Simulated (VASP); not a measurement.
# ZnCd3Se3S (R3m) in VASP: a series of runs

Runs on ZnCd3Se3S. Level: PBE. Tasks: single point.

Everything below comes from runs of VASP 6.6.1. Logs are shortened: lines on timing, memory, paths and dates and some standing lists are left out, and cuts for length are marked.

### 1 The cell of the first run

The structure is trigonal, space group R3m (No. 160). The conventional cell has a = 8.161 Å, b = 8.161 Å, c = 9.932 Å, α = 90.00°, β = 90.00°, γ = 120.00°. Zn (site symmetry 3m) has 1 S at 2.29 Å and 3 Se at 2.39 Å within 3.0 Å. Cd (site symmetry m) has 1 S at 2.48 Å and 3 Se at 2.56 to 2.57 Å within 3.3 Å. Within 3.2 Å of Se (site symmetry m) lie 1 Zn at 2.39 Å and 3 Cd at 2.56 to 2.57 Å. Within 3.0 Å of S (site symmetry 3m) lie 1 Zn at 2.29 Å and 3 Cd at 2.48 Å.

### 2 Single point, PBE (volume scaled by 0.88, then relaxed in part)

File INCAR:

```
SYSTEM = ZnCd3Se3S
PREC = Accurate
ENCUT = 520
EDIFF = 1E-7
ISMEAR = 0
SIGMA = 0.02
LREAL = .False.
LASPH = .True.
NELM = 80
ALGO = Normal
ISIF = 2
LWAVE = .False.
LCHARG = .False.
GGA = PE
NBANDS = 46
```

File KPOINTS:

```
regular mesh
0
Gamma
  6 6 6
  0 0 0
```

File POSCAR:

```
ZnCd3Se3S
1.0
    4.0804603717      2.3558548940      3.3105530567
   -4.0804603717      2.3558548940      3.3105530567
    0.0000000000     -4.7117097880      3.3105530567
Zn Cd Se S
1 3 3 1
Direct
    0.9915187540      0.9915187540      0.9915187540
    0.5070665060      0.9960626994      0.5070665060
    0.9960626994      0.5070665060      0.5070665060
    0.5070665060      0.5070665060      0.9960626994
    0.2366866623      0.7634941951      0.2366866623
    0.7634941951      0.2366866623      0.2366866623
    0.2366866623      0.2366866623      0.7634941951
    0.7614380148      0.7614380148      0.7614380148
```

Potentials or basis: VASP PAW PBE potentials, release 64 (Zn, Cd, Se, S).

The run is started by

```console
$ cat potpaw_PBE.64/Zn/POTCAR potpaw_PBE.64/Cd/POTCAR potpaw_PBE.64/Se/POTCAR potpaw_PBE.64/S/POTCAR > POTCAR
$ mpirun -np 1 vasp_std > vasp.out
```

OUTCAR:

```text
SYSTEM = ZnCd3Se3S
   PREC = Accurate
   ENCUT = 520
   EDIFF = 1E-7
   ISMEAR = 0
   LREAL = .False.
   LASPH = .True.
   NELM = 80
   ISIF = 2
   GGA = PE

 ion  position               nearest neighbor table
   1  0.992  0.992  0.992-   8 2.29   7 2.39   5 2.39   6 2.39
   2  0.507  0.996  0.507-   8 2.48   6 2.56   7 2.56   5 2.57
   3  0.996  0.507  0.507-   8 2.48   5 2.56   7 2.56   6 2.57
   4  0.507  0.507  0.996-   8 2.48   6 2.56   5 2.56   7 2.57
   5  0.237  0.763  0.237-   1 2.39   3 2.56   4 2.56   2 2.57
   6  0.763  0.237  0.237-   1 2.39   2 2.56   4 2.56   3 2.57
   7  0.237  0.237  0.763-   1 2.39   2 2.56   3 2.56   4 2.57
   8  0.761  0.761  0.761-   1 2.29   4 2.48   3 2.48   2 2.48

  LATTYP: Found a trigonal (rhomboedric) cell.
 ALAT       =     5.7584694727
 COS(alpha) =    -0.0042323024

  Lattice vectors:

 A1 = (   4.0804603717,   2.3558548940,   3.3105530567)
 A2 = (  -4.0804603717,   2.3558548940,   3.3105530567)
 A3 = (   0.0000000000,  -4.7117097880,   3.3105530567)

Analysis of symmetry for initial positions (statically):
=====================================================================
 Subroutine PRICEL returns:
 Original cell was already a primitive cell.

 Routine SETGRP: Setting up the symmetry group for a
 trigonal (rhombohedral) supercell.

 Subroutine GETGRP returns: Found  6 space group operations
 (whereof  6 operations were pure point group operations)
 out of a pool of 12 trial point group operations.

The static configuration has the point symmetry C_3v.

Analysis of symmetry for dynamics (positions and initial velocities):
=====================================================================
 Subroutine PRICEL returns:
 Original cell was already a primitive cell.

 Routine SETGRP: Setting up the symmetry group for a
 trigonal (rhombohedral) supercell.

 Subroutine GETGRP returns: Found  6 space group operations
 (whereof  6 operations were pure point group operations)
 out of a pool of 12 trial point group operations.

The dynamic configuration has the point symmetry C_3v.

 Subroutine INISYM returns: Found  6 space group operations
 (whereof  6 operations are pure point group operations),
 and found     1 'primitive' translations

----------------------------------------------------------------------------------------

                                     Primitive cell

  volume of cell :     190.9455

  direct lattice vectors                    reciprocal lattice vectors
     4.080460372  2.355854894  3.310553057     0.122535193  0.070745727  0.100688111
    -4.080460372  2.355854894  3.310553057    -0.122535193  0.070745727  0.100688111
     0.000000000 -4.711709788  3.310553057     0.000000000 -0.141491454  0.100688111

  length of vectors
     5.758469473  5.758469473  5.758469473     0.173660379  0.173660379  0.173660379

  position of ions in fractional coordinates (direct lattice)
     0.991518754  0.991518754  0.991518754
     0.507066506  0.996062699  0.507066506
     0.996062699  0.507066506  0.507066506
     0.507066506  0.507066506  0.996062699
     0.236686662  0.763494195  0.236686662
     0.763494195  0.236686662  0.236686662
     0.236686662  0.236686662  0.763494195
     0.761438015  0.761438015  0.761438015

  ion indices of the primitive-cell ions
   primitive index   ion index
                 1           1
                 2           2
                 3           3
                 4           4
                 5           5
                 6           6
                 7           7
                 8           8

----------------------------------------------------------------------------------------

 KPOINTS: regular mesh

Automatic generation of k-mesh.
 Grid dimensions read from file:
 generate k-points for:    6    6    6

 Generating k-lattice:

  Cartesian coordinates                     Fractional coordinates (reciprocal lattice)
     0.020422532  0.011790954  0.016781352     0.166666667 -0.000000000 -0.000000000
    -0.020422532  0.011790954  0.016781352    -0.000000000  0.166666667 -0.000000000
     0.000000000 -0.023581909  0.016781352    -0.000000000 -0.000000000  0.166666667

  Length of vectors
     0.028943396  0.028943396  0.028943396

  Shift w.r.t. Gamma in fractional coordinates (k-lattice)
     0.000000000  0.000000000  0.000000000

 Subroutine IBZKPT returns following result:
 ===========================================

 Found     32 irreducible k-points:

 Following reciprocal coordinates:
            Coordinates               Weight
  0.000000  0.000000  0.000000      1.000000
  0.166667 -0.000000  0.000000      6.000000
  0.333333 -0.000000  0.000000      6.000000
  0.500000  0.000000  0.000000      3.000000
  0.166667  0.166667  0.000000      6.000000
  0.333333  0.166667  0.000000     12.000000
[... 16 lines left out ...]
  0.500000  0.500000  0.166667      6.000000
 -0.333333  0.500000  0.166667     12.000000
 [... further k-points ...]
   k-points           NKPTS =     32   k-points in BZ     NKDIM =     32   number of bands    NBANDS=     46
   number of dos      NEDOS =    301   number of ions     NIONS =      8
   total plane-waves  NPLWV = 110592
   dimension x,y,z NGX =    48 NGY =   48 NGZ =   48
   dimension x,y,z NGXF=    96 NGYF=   96 NGZF=   96
   ions per type =               1   3   3   1
   NGX,Y,Z   is equivalent  to a cutoff of  13.86, 13.86, 13.86 a.u.
   NGXF,Y,Z  is equivalent  to a cutoff of  27.72, 27.72, 27.72 a.u.
 SYSTEM =  ZnCd3Se3S
   PREC   = accura    normal or accurate (medium, high low for compatibility)
   ISTART =      0    job   : 0-new  1-cont  2-samecut
   ICHARG =      2    charge: 1-file 2-atom 10-const
   ISPIN  =      1    spin polarized calculation?
   LNONCOLLINEAR =      F non collinear calculations
   LSORBIT =      F    spin-orbit coupling
   LASPH  =      T    aspherical Exc in radial PAW
   ENCUT  =  520.0 eV  38.22 Ry    6.18 a.u.  10.71 10.71 10.71*2*pi/ulx,y,z
   NELM   =     80;   NELMIN=  2; NELMDL= -5     # of ELM steps
   EDIFF  = 0.1E-06   stopping-criterion for ELM
   LREAL  =      F    real-space projection
   EDIFFG = 0.1E-05   stopping-criterion for IOM
   NSW    =      0    number of steps for IOM
   IBRION =     -1    ionic relax: 0-MD 1-quasi-New 2-CG
   NFREE  =      0    steps in history (QN), initial steepest desc. (CG)
   ISIF   =      2    stress and relaxation
   ISYM   =      2    0-nonsym 1-usesym 2-fastsym
   POTIM  = 0.5000    time-step for ionic-motion
   TEBEG  =    0.0;   TEEND  =   0.0 temperature during run
   PSTRESS=    0.0 pullay stress
   NELECT =      72.0000    total number of electrons
   NUPDOWN=      -1.0000    fix difference up-down
   EMIN   =  10.00;   EMAX   =-10.00  energy-range for DOS
   EFERMI =   0.00;   METHOD = LEGACY
   ISMEAR =     0;   SIGMA  =   0.02  broadening in eV -4-tet -1-fermi 0-gaus
   EFERMI_NEDOS =   21; number of points for ismear=-14 and -15
   IALGO  =     38    algorithm
   IMIX   =      4    mixing-type and parameters
     AMIX     =   0.40;   BMIX     =  1.00
     AMIX_MAG =   1.60;   BMIX_MAG =  1.00
  volume/ion in A,a.u.               =      23.87       161.07
  Fermi-wavevector in a.u.,A,eV,Ry     =   1.182722  2.235020 19.032240  1.398830
  Thomas-Fermi vector in A             =   2.318970
   LORBIT       =      0    0 simple, 1 ext, 2 COOP (PROOUT), +10 PAW based schemes
   GGA     = PE    functional components
   LHFCALC =     F    Hartree Fock is set to
   AEXX    =    0.0000 exact exchange contribution
   IVDW    =     0    specifies the selected vdW correction
   LEPSILON=     F    determine dielectric tensor
   LRPA    =     F    only Hartree local field effects (RPA)
 non-spin polarized calculation
 Gauss-broadening in eV      SIGMA  =   0.02
  energy-cutoff  :      520.00
  volume of cell :      190.95
 maximum number of plane-waves:      5188
 NGX is ok and might be reduce to    48
   NGX = 21   NGY = 21   NGZ = 21

 number of electron      72.0000011 magnetization

 Free energy of the ion-electron system (eV)
  ---------------------------------------------------
  ext. energy  EPLUGINS =         0.00000000
  ---------------------------------------------------
  free energy    TOTEN  =       -22.44555043 eV

  energy without entropy =      -22.44555043  energy(sigma->0) =      -22.44555043

 E-fermi :   2.0450     XC(G=0):  -9.4450

 val. band max:        1.9254882954   @ k =   0.0000   0.0000   0.0000
 cond. band min:       2.9488847050   @ k =   0.0000   0.0000   0.0000
 fundamental gap:      1.0233964096
 Fermi energy:         2.0449876915

 k-point     1 :       0.0000    0.0000    0.0000
  band No.  band energies     occupation
      1     -11.3240      2.00000
      2     -10.5747      2.00000
      3     -10.5049      2.00000
      4     -10.5049      2.00000
      5      -6.2522      2.00000
      6      -6.2522      2.00000
[... 38 lines left out ...]
     45       7.9598      0.00000
     46       8.0278      0.00000

 k-point     2 :       0.1667   -0.0000    0.0000
  band No.  band energies     occupation
      1     -11.2765      2.00000
      2     -10.6009      2.00000
      3     -10.5311      2.00000
      4     -10.5055      2.00000
      5      -6.2525      2.00000
      6      -6.2407      2.00000
[... 38 lines left out ...]
     45       8.2381      0.00000
     46       8.2798      0.00000

 k-point     3 :       0.3333   -0.0000    0.0000
  band No.  band energies     occupation
      1     -11.1488      2.00000
      2     -10.7226      2.00000
      3     -10.5472      2.00000
      4     -10.5065      2.00000
      5      -6.2416      2.00000
      6      -6.2083      2.00000
[... 38 lines left out ...]
     45       8.9587      0.00000
     46       8.9875      0.00000

 k-point     4 :       0.5000    0.0000    0.0000
  band No.  band energies     occupation
      1     -11.0301      2.00000
      2     -10.8441      2.00000
      3     -10.5497      2.00000
      4     -10.5070      2.00000
      5      -6.2074      2.00000
      6      -6.1786      2.00000
[... 920 lines left out ...]
     45       8.5462      0.00000
     46       8.8398      0.00000

 k-point    23 :       0.5000    0.5000    0.1667
  band No.  band energies     occupation
      1     -10.8663      2.00000
      2     -10.7165      2.00000
      3     -10.6761      2.00000
      4     -10.6548      2.00000
      5      -6.1878      2.00000
      6      -6.1718      2.00000
[... 38 lines left out ...]
     45       8.7651      0.00000
     46       8.9036      0.00000

 k-point    24 :      -0.3333    0.5000    0.1667
  band No.  band energies     occupation
      1     -10.9164      2.00000
      2     -10.7503      2.00000
      3     -10.6394      2.00000
      4     -10.6111      2.00000
      5      -6.1953      2.00000
      6      -6.1692      2.00000
[... 38 lines left out ...]
     45       8.5570      0.00000
     46       8.7392      0.00000

 [... further k-points ...]
[... 5 lines left out ...]
  --------------------------------------------------------------------------------------
  -------------------------------------------------------------------------------------
  Total       10.6509700     10.6509700     10.6166051      0.0000000      0.0000000      0.0000000
  in kB       89.3696879     89.3696879     89.0813399      0.0000000      0.0000000      0.0000000
  external PRESSURE =      89.2735719 kB  Pullay stress =       0.0000000 kB

 VOLUME and BASIS-vectors are now :
 -----------------------------------------------------------------------------
  energy-cutoff  :      520.00
  volume of cell :      190.95
      direct lattice vectors                 reciprocal lattice vectors
     4.080460372  2.355854894  3.310553057     0.122535193  0.070745727  0.100688111
    -4.080460372  2.355854894  3.310553057    -0.122535193  0.070745727  0.100688111
     0.000000000 -4.711709788  3.310553057     0.000000000 -0.141491454  0.100688111

 POSITION                                       TOTAL-FORCE (eV/Angst)
 -----------------------------------------------------------------------------------
      0.00000      0.00000      9.84743         0.000000     -0.000000     -0.008643
     -1.99533      1.15200      6.65486        -0.003166      0.001828      0.003282
      1.99533      1.15200      6.65486         0.003166      0.001828      0.003282
      0.00000     -2.30401      6.65486         0.000000     -0.003655      0.003282
     -2.14962      1.24108      4.09472        -0.017196      0.009928     -0.009269
      2.14962      1.24108      4.09472         0.017196      0.009928     -0.009269
      0.00000     -2.48216      4.09472         0.000000     -0.019856     -0.009269
      0.00000      0.00000      7.56234         0.000000     -0.000000      0.026601
 -----------------------------------------------------------------------------------
    total drift:                                0.000000     -0.000011     -0.000871

  FREE ENERGIE OF THE ION-ELECTRON SYSTEM (eV)
  ---------------------------------------------------
  free  energy   TOTEN  =       -22.4455504320 eV

  energy  without entropy=      -22.4455504320  energy(sigma->0) =      -22.44555043
```

Run time: 5.6 min. Hardware: 1 thread of Intel Xeon 6975P-C, shared host; peak memory 0.5 GiB.

Results:

```yaml
Free_energy: -22.4456 eV
Pressure: 8.9 GPa
Largest_force: 0.027 eV/Å
Band_gap_on_the_k_mesh: 1.02 eV, direct
```

Forces on the atoms (eV/Å):
```
Zn   0.000  0.000 -0.009
Cd  -0.003  0.002  0.003
Cd   0.003  0.002  0.003
Cd   0.000 -0.004  0.003
Se  -0.017  0.010 -0.009
Se   0.017  0.010 -0.009
Se   0.000 -0.020 -0.009
S    0.000  0.000  0.027
```

(Part 1 of 3 ends here.)
